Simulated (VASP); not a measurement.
Here is a VASP 6.6.1 calculation.

File INCAR:

```
ALGO = Normal
EDIFF = 1E-7
ENCUT = 520
GGA = PE
ISIF = 2
ISMEAR = 0
LASPH = T
LCHARG = F
LREAL = F
LWAVE = F
NBANDS = 21
NELM = 100
PREC = Accurate
SIGMA = 0.1
```

KPOINTS

```
k-points
0
Gamma
  12 12 4
```

Contents of POSCAR:

```
SiC2
1.0
    3.2287365807      0.0000000000      0.0000000000
   -1.6143682904      2.7961679010      0.0000000000
    0.0000000000      0.0000000000     13.8818658285
Si C
2 4
Direct
    0.3333333333      0.6666666667      0.0000000000
    0.6666666667      0.3333333333      0.0000000000
    0.3333333333      0.6666666667      0.6631255715
    0.3333333333      0.6666666667      0.3368744285
    0.6666666667      0.3333333333      0.6631255715
    0.6666666667      0.3333333333      0.3368744285
```

Potentials or basis: VASP PAW PBE potentials, release 64 (Si, C).

Run with:

```console
$ cat potpaw_PBE.64/Si/POTCAR potpaw_PBE.64/C/POTCAR > POTCAR
$ mpirun -np 1 vasp_std > vasp.out
```

Problem. Predict the pressure.

Solution. 0.0 GPa.

Problem. Predict the band gap on the k mesh.

Solution. Zero (band 12 reaches 0.81 eV, above the bottom of band 13 at 0.72 eV).
